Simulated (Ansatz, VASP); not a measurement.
Two plane-wave programs on InP

POSCAR

```
InP
1.0
    0.0000000000      2.9798940533      2.9798940533
    2.9798940533      0.0000000000      2.9798940533
    2.9798940533      2.9798940533      0.0000000000
In P
1 1
Direct
    0.0000000000      0.0000000000      0.0000000000
    0.7500000000      0.7500000000      0.7500000000
```

The input INCAR.step1:

```
PREC = Accurate
ENCUT = 520
EDIFF = 1E-5
ISMEAR = 0
SIGMA = 0.01
LREAL = False
LASPH = True
NELM = 60
ALGO = Normal
ISIF = 2
LWAVE = True
GGA = PE
NBANDS = 16
```

Contents of INCAR.step2:

```
PREC = Accurate
ENCUT = 520
EDIFF = 1E-6
ISMEAR = 0
SIGMA = 0.01
LREAL = False
LASPH = True
NELM = 60
ALGO = Normal
ISIF = 2
LWAVE = False
LCHARG = True
GGA = PE
LHFCALC = True
HFSCREEN = 0.2079
PRECFOCK = Normal
LELF = True
LVHAR = True
ISTART = 1
NBANDS = 16
```

File KPOINTS:

```
regular mesh
0
Gamma
  6 6 6
```

Input for Ansatz:

```yaml
crystal:
  lattice:
    - [0.0, 2.9798940533, 2.9798940533]
    - [2.9798940533, 0.0, 2.9798940533]
    - [2.9798940533, 2.9798940533, 0.0]
  atoms:
    - { symbol: In, position: [0.0, 0.0, 0.0] }
    - { symbol: P, position: [0.75, 0.75, 0.75] }
basis:
  ecutwfc: 420
kpoints:
  mp_grid: { grid: [6, 6, 6] }
  band_path:
    path:
      - [0.0, 0.0, 0.0]
      - [-0.5, -0.5, 0.0]
      - [-0.375, -0.375, 0.25]
      - [-0.375, 0.0, 0.375]
      - [0.0, 0.0, 0.5]
      - [-0.5, -0.25, 0.25]
    npoints: 1
hamiltonian:
  xc: hse06
  pseudopotentials: { kind: paw }
scf:
  occupations: { method: fixed }
  n_extra_bands: 4
output:
  forces: true
  stress: true
  eigenvalues: true
```

Alike in both runs: task single point; functional HSE06; k mesh 6 × 6 × 6; no spin polarisation.

|  | VASP | Ansatz |
| --- | --- | --- |
| version | VASP 6.6.1 | Ansatz 0.2.0 |
| potentials or method | VASP PAW PBE potentials, release 64 (In_d, P), cutoff 520 eV | scalar-relativistic, plane waves, PAW |
| occupations | gaussian, width 0.01 eV | fixed |
| valence electrons in the cell | 18 | 18 |

|  | VASP | Ansatz | Ansatz less VASP |
| --- | --- | --- | --- |
| gap on the k mesh at the Fermi level (eV) | 1.19 | 1.19 | +0.004 |
| least direct gap on the mesh (eV) | 1.19 | 1.19 | +0.004 |
| pressure (GPa) | -2.1 | -1.9 | +0.15 |

Ansatz's warnings: stress exchange threshold loose, stress scf threshold loose.
